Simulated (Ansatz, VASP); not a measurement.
## Sb in VASP and in Ansatz

```xyz
2
Lattice="2.1506 1.2416 3.6317 -2.1506 1.2416 3.6317 0.0000 -2.4833 3.6317" Properties=species:S:1:pos:R:3 pbc="T T T"
Sb    0.0000    0.0000    2.5455
Sb    0.0000    0.0000    8.3495
```

Change from the starting cell: zz strain of -3 %, PAW files.

Alike in both runs: task electric field gradients; functional PBE; k mesh 9 × 9 × 9; occupations fermi-dirac, width 0.05 eV; no spin polarisation.

```csv
,VASP,Ansatz
version,VASP 6.6.1,Ansatz 0.2.0
potentials or method,"VASP PAW PBE potentials, release 64 (Sb)","PAW with Ansatz's default frozen-core files, scalar-relativistic"
plane-wave cutoff (eV),520,420
valence electrons in the cell,10,30
```

VASP gave:

- pressure (GPa): 5.0
- traceless stress, the component that is largest in VASP (GPa): 0.19
- rms of the force components (eV/Å): 0.252
- size of Vzz on the site where it differs most (V/Å²): 55.0

Which values does Ansatz return?

Pressure (GPa): 4.9; traceless stress, the component that is largest in VASP (GPa): 0.25; rms of the force components (eV/Å): 0.224; size of Vzz on the site where it differs most (V/Å²): 59.4.

Atom by atom the forces differ by 0.027 eV/Å (rms over components). VASP's potentials hold 10 valence electrons a cell and Ansatz's 30, so a difference there can come from the potentials and not from the codes.

Spin-orbit coupling is off throughout.
